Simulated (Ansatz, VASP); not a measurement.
## One calculation of AlIn2Sb3, two programs

```
CELL_PARAMETERS angstrom
4.58088 -0.00027 0.00002
-2.29067 3.96758 0.00001
0.00007 0.00009 22.66853
ATOMIC_POSITIONS crystal
Al 0.33275 0.66653 0.99709
Al 0.33341 0.66608 0.66915
In 0.66662 0.33344 0.16209
In 0.66721 0.33330 0.50585
In 0.66702 0.33338 0.83409
In 0.33297 0.66727 0.33392
Sb 0.66628 0.33391 0.28863
Sb 0.66674 0.33274 0.63293
Sb 0.66609 0.33320 0.96104
Sb 0.33329 0.66677 0.11655
Sb 0.33389 0.66668 0.46037
Sb 0.33373 0.66670 0.78847
```

Change from the starting cell: cell x1, atoms moved at random (sigma 0.15 Å) and cell strained at random (1.5 %), then relaxed without symmetry.

Alike in both runs: functional PBE; k mesh 6 × 6 × 1; occupations gaussian, width 0.2 eV; no spin polarisation.

Ansatz relaxed the structure, and its values are those at the end. VASP's run is a single point on that final structure, the one shown.

```csv
,VASP,Ansatz
version,VASP 6.6.1,Ansatz 0.2.0
potentials or method,"VASP PAW PBE potentials, release 64 (Al, In_d, Sb), cutoff 520 eV","scalar-relativistic, plane waves, PAW"
valence electrons in the cell,88,148
```

|  | VASP | Ansatz | Ansatz less VASP |
| --- | --- | --- | --- |
| gap on the k mesh at the Fermi level (eV) | none | none | - |
| pressure (GPa) | 0.0 | 0.0 | -0.02 |
| rms of the force components (eV/Å) | 0.004 | 0.002 | -0.0019 |

A gap of «none» marks a metal or a gap that the smearing closes. VASP's potentials hold 88 valence electrons a cell and Ansatz's 148, so a difference there can come from the potentials and not from the codes.

Neither program's run includes spin-orbit coupling.
